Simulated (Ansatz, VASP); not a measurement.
## One calculation of CdS, two programs

```xyz
2
Lattice="4.2612 0.0000 0.0000 -2.1306 3.6903 0.0000 0.0000 0.0000 5.8042" Properties=species:S:1:pos:R:3 pbc="T T T"
Cd    0.0000    0.0000    2.5695
S     2.1306    1.2301    2.5208
```

Alike in both runs: functional HF; k mesh 4 × 4 × 3; occupations fermi-dirac, width 0.05 eV; no spin polarisation.

|  | VASP | Ansatz |
| --- | --- | --- |
| version | VASP 6.6.1 | Ansatz 0.2.0 |
| potentials or method | VASP PAW PBE potentials, release 64 (Cd, S) | Ansatz PAW |
| plane-wave cutoff (eV) | 520 | 420 |
| valence electrons in the cell | 18 | 26 |
| task | single point | band structure |

|  | VASP | Ansatz | Ansatz less VASP |
| --- | --- | --- | --- |
| gap on the k mesh at the Fermi level (eV) | 8.43 | 8.37 | -0.062 |
| least direct gap on the mesh (eV) | 8.43 | 8.37 | -0.062 |
| pressure (GPa) | 1.3 | 1.4 | +0.11 |
| traceless stress, the component that is largest in VASP (GPa) | -1.36 | -1.32 | +0.039 |
| rms of the force components (eV/Å) | 0.007 | 0.007 | +0.0006 |

VASP's potentials were made for PBE, not for HF. Atom by atom the forces differ by 0.001 eV/Å (rms over components). The functional is the same, so the differences come from potentials, cutoffs and numerics. VASP's potentials hold 18 valence electrons a cell and Ansatz's 26, so a difference there can come from the potentials and not from the codes.

The k mesh is coarse, so the values compare programs but aren't converged.
